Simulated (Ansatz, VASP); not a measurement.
AlN: VASP beside Ansatz

```
Al N
1.0
     0.00000    2.01887    2.01887
     2.01887    0.00000    2.01887
     2.01887    2.01887    0.00000
Al N
1 1
Cartesian
  0.0000 0.0000 0.0000
  2.0189 2.0189 2.0189
```

Alike in both runs: task single point; functional LDA; k mesh 6 × 6 × 6; no spin polarisation.

|  | VASP | Ansatz |
| --- | --- | --- |
| version | VASP 6.6.1 | Ansatz 0.2.0 |
| potentials or method | VASP PAW LDA potentials, release 64 (Al, N) | plane waves, PAW |
| plane-wave cutoff (eV) | 520 | 420 |
| occupations | gaussian, width 0.01 eV | fixed |
| valence electrons in the cell | 8 | 8 |

```csv
,VASP,Ansatz,Ansatz less VASP
gap on the k mesh at the Fermi level (eV),4.50,4.51,+0.013
```

LDA's correlation is that of Perdew and Zunger in VASP and of Perdew and Wang (1992) in Ansatz.

The k mesh is coarse, so the values compare programs but aren't converged.
